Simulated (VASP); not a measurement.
# Ru (P6_3/mmc) in VASP: settings compared, part 2 of 2

VASP 6.6.1. The steps go on from the part before.

## Step 3: Single point, PBE

This run uses another cell than the first one, of 13.77 Å³/atom.

Contents of INCAR:

```
SYSTEM = Ru
  ALGO = Fast
  EDIFF = 1E-6
  ENCUT = 520
  GGA = PE
  ISIF = 2
  ISMEAR = -1
  LASPH = .TRUE.
  LCHARG = .FALSE.
  LREAL = .FALSE.
  LWAVE = .FALSE.
  NBANDS = 21
  NELM = 60
  PREC = Accurate
  SIGMA = 0.05
```

Contents of KPOINTS:

```
k-points
0
G
  11 11 6
  0 0 0
```

Contents of POSCAR:

```
Ru
1.0
    2.7195201222      0.0000000000      0.0000000000
   -1.3597600611      2.3551735119      0.0000000000
    0.0000000000      0.0000000000      4.2997514244
Ru
2
Direct
    0.6666666667      0.3333333333      0.7500000000
    0.3333333333      0.6666666667      0.2500000000
```

Potentials or basis: VASP PAW PBE potentials, release 64 (Ru_pv).

Started as:

```sh
> cat potpaw_PBE.64/Ru_pv/POTCAR > POTCAR
> mpirun -np 1 vasp_std > vasp.out
```

OUTCAR:

```text
SYSTEM = Ru
   EDIFF = 1E-6
   ENCUT = 520
   GGA = PE
   ISIF = 2
   ISMEAR = -1
   LASPH = .TRUE.
   LREAL = .FALSE.
   NELM = 60
   PREC = Accurate

 ion  position               nearest neighbor table
   1  0.667  0.333  0.750-   2 2.66   2 2.66   2 2.66   2 2.66   2 2.66   2 2.66
   2  0.333  0.667  0.250-   1 2.66   1 2.66   1 2.66   1 2.66   1 2.66   1 2.66

  LATTYP: Found a hexagonal cell.
 ALAT       =     2.7195201222
 C/A-ratio  =     1.5810699062

  Lattice vectors:

 A1 = (   2.7195201222,   0.0000000000,   0.0000000000)
 A2 = (  -1.3597600611,   2.3551735119,   0.0000000000)
 A3 = (   0.0000000000,   0.0000000000,   4.2997514244)

Analysis of symmetry for initial positions (statically):
=====================================================================
 Subroutine PRICEL returns:
 Original cell was already a primitive cell.

 Routine SETGRP: Setting up the symmetry group for a
 hexagonal supercell.

 Subroutine GETGRP returns: Found 24 space group operations
 (whereof 12 operations were pure point group operations)
 out of a pool of 24 trial point group operations.

The static configuration has the point symmetry D_3d.
 The point group associated with its full space group is D_6h.

Analysis of symmetry for dynamics (positions and initial velocities):
=====================================================================
 Subroutine PRICEL returns:
 Original cell was already a primitive cell.

 Routine SETGRP: Setting up the symmetry group for a
 hexagonal supercell.

 Subroutine GETGRP returns: Found 24 space group operations
 (whereof 12 operations were pure point group operations)
 out of a pool of 24 trial point group operations.

The dynamic configuration has the point symmetry D_3d.
 The point group associated with its full space group is D_6h.

 Subroutine INISYM returns: Found 24 space group operations
 (whereof 12 operations are pure point group operations),
 and found     1 'primitive' translations

[... 108 lines left out ...]
   EFERMI =   0.00;   METHOD = LEGACY
   ISMEAR =    -1;   SIGMA  =   0.05  broadening in eV -4-tet -1-fermi 0-gaus
   EFERMI_NEDOS =   21; number of points for ismear=-14 and -15
   IALGO  =     68    algorithm
   IMIX   =      4    mixing-type and parameters
     AMIX     =   0.40;   BMIX     =  1.00
     AMIX_MAG =   1.60;   BMIX_MAG =  1.00
  volume/ion in A,a.u.               =      13.77        92.92
  Fermi-wavevector in a.u.,A,eV,Ry     =   1.646170  3.110810 36.870094  2.709875
  Thomas-Fermi vector in A             =   2.735843
   LORBIT       =      0    0 simple, 1 ext, 2 COOP (PROOUT), +10 PAW based schemes
   GGA     = PE    functional components
   LHFCALC =     F    Hartree Fock is set to
   AEXX    =    0.0000 exact exchange contribution
   IVDW    =     0    specifies the selected vdW correction
   LEPSILON=     F    determine dielectric tensor
   LRPA    =     F    only Hartree local field effects (RPA)
 non-spin polarized calculation
 RMM-DIIS sequential band-by-band and
  energy-cutoff  :      520.00
  volume of cell :       27.54
 maximum number of plane-waves:       758
   NGX = 11   NGY = 11   NGZ = 15

 number of electron      28.0000013 magnetization

 Free energy of the ion-electron system (eV)
  ---------------------------------------------------
  ext. energy  EPLUGINS =         0.00000000
  ---------------------------------------------------
  free energy    TOTEN  =       -18.46538505 eV

  energy without entropy =      -18.44821568  energy(sigma->0) =      -18.45680037

 E-fermi :  12.5175     XC(G=0): -14.0323

 val. band max:       12.4966957099   @ k =   0.2727  -0.0000   0.0000
 cond. band min:      12.5378226301   @ k =   0.3636  -0.0000   0.3333
 fundamental gap:      0.0411269202
 Fermi energy:        12.5175467317

 k-point     1 :       0.0000    0.0000    0.0000
  band No.  band energies     occupation
      1     -31.0125      2.00000
      2     -30.1221      2.00000
      3     -30.1221      2.00000
      4     -29.9585      2.00000
      5     -29.9585      2.00000
      6     -29.9191      2.00000
[... 565 lines left out ...]
     20      23.0222      0.00000
     21      24.1732      0.00000

 [... further k-points ...]

------------------------ aborting loop because EDIFF is reached ----------------------------------------

  FORCE on cell =-STRESS in cart. coord.  units (eV):
  Direction    XX          YY          ZZ          XY          YZ          ZX
  --------------------------------------------------------------------------------------
  -------------------------------------------------------------------------------------
  Total       -0.0176794     -0.0176794     -0.0119998     -0.0000000      0.0000000      0.0000000
  in kB       -1.0285357     -1.0285357     -0.6981132     -0.0000000      0.0000000      0.0000000
  external PRESSURE =      -0.9183949 kB  Pullay stress =       0.0000000 kB

 VOLUME and BASIS-vectors are now :
 -----------------------------------------------------------------------------
  energy-cutoff  :      520.00
  volume of cell :       27.54
      direct lattice vectors                 reciprocal lattice vectors
     2.719520122  0.000000000  0.000000000     0.367711933  0.212298583  0.000000000
    -1.359760061  2.355173512  0.000000000     0.000000000  0.424597167  0.000000000
     0.000000000  0.000000000  4.299751424     0.000000000  0.000000000  0.232571584

 POSITION                                       TOTAL-FORCE (eV/Angst)
 -----------------------------------------------------------------------------------
      1.35976      0.78506      3.22481        -0.000000      0.000000      0.000000
     -0.00000      1.57012      1.07494         0.000000     -0.000000      0.000000
 -----------------------------------------------------------------------------------
    total drift:                               -0.000000      0.000000     -0.000000

  FREE ENERGIE OF THE ION-ELECTRON SYSTEM (eV)
  ---------------------------------------------------
  free  energy   TOTEN  =       -18.4653850482 eV

  energy  without entropy=      -18.4482156820  energy(sigma->0) =      -18.45680037
```

Wall time 58 s (1 thread of Intel Xeon 8259CL, shared host); peak memory 0.15 GiB.

What came out:

```yaml
Free_energy: -18.4654 eV
Pressure: -0.1 GPa
Band_gap_on_the_k_mesh: zero (bands 14 and 15 overlap by 3.00 eV)
```

Levels at points of the mesh, in eV from the Fermi level:
```tsv
k point	band 11	band 12	band 13	band 14	band 15	band 16	band 17	band 18
(0.00, 0.00, 0.00)	-2.29	-1.81	-1.81	-1.30	-1.30	1.22	1.22	1.36
(0.00, 0.00, 0.50)	-2.64	-2.64	-2.59	-2.59	0.60	0.60	0.60	0.60
```

## Step 4: Single point, RPBE

This run uses another cell than the first one, of 13.97 Å³/atom.

Contents of INCAR:

```
SYSTEM = Ru
PREC = Accurate
ENCUT = 520
EDIFF = 1E-6
ISMEAR = -1
SIGMA = 0.05
LREAL = .False.
LASPH = .True.
NELM = 60
ALGO = Normal
ISIF = 2
LWAVE = .False.
LCHARG = .False.
GGA = RP
NBANDS = 21
```

Contents of KPOINTS:

```
Automatic mesh
0
Gamma
  11 11 6
  0 0 0
```

Contents of POSCAR:

```
Ru
1.0
    2.7327411232      0.0000000000      0.0000000000
   -1.3663705616      2.3666232347      0.0000000000
    0.0000000000      0.0000000000      4.3196051855
Ru
2
Direct
    0.6666666667      0.3333333333      0.7500000000
    0.3333333333      0.6666666667      0.2500000000
```

Started as:

```sh
> cat potpaw_PBE.64/Ru_pv/POTCAR > POTCAR
> mpirun -np 1 vasp_std > vasp.out
```

It took 53 s on 1 thread of Intel Xeon 8259CL, shared host; peak memory 0.15 GiB.

The run converged. Its results:

| Property | Result |
| --- | --- |
| Free energy | -17.1725 eV |
| Pressure | -0.1 GPa |
| Band gap on the k mesh | zero (bands 14 and 15 overlap by 2.92 eV) |

Levels at points of the mesh, in eV from the Fermi level:
| k point | band 12 | band 13 | band 14 | band 15 | band 16 | band 17 |
| --- | --- | --- | --- | --- | --- | --- |
| (0.00, 0.00, 0.00) | -1.76 | -1.76 | -1.27 | -1.27 | 1.19 | 1.19 |
| (0.00, 0.00, 0.50) | -2.58 | -2.54 | -2.54 | 0.58 | 0.58 | 0.58 |

Caveat: the PAW data sets were made with another functional, which shifts forces and pressure a little.

## Step 5: Summary

| level | cell | gap on the mesh (eV) | pressure (GPa) |
| --- | --- | --- | --- |
| PBEsol | a = 2.689, b = 2.689, c = 4.254 Å, angles 90.0, 90.0, 120.0°, 2 atoms | none | -0.1 |
| PBE | a = 2.720, b = 2.720, c = 4.300 Å, angles 90.0, 90.0, 120.0°, 2 atoms | none | -0.1 |
| RPBE | a = 2.733, b = 2.733, c = 4.320 Å, angles 90.0, 90.0, 120.0°, 2 atoms | none | -0.1 |

Alike in all rows: task single point; potentials or basis VASP PAW PBE potentials, release 64 (Ru_pv); no spin polarisation; k mesh 11 × 11 × 6; cutoff (eV) 520; smearing fermi-dirac 0.05 eV.

Caveats: the PAW data sets were made with another functional, which shifts forces and pressure a little (at least some runs).

Total energies depend on the potentials used, so only differences within one code and one set of settings carry meaning.
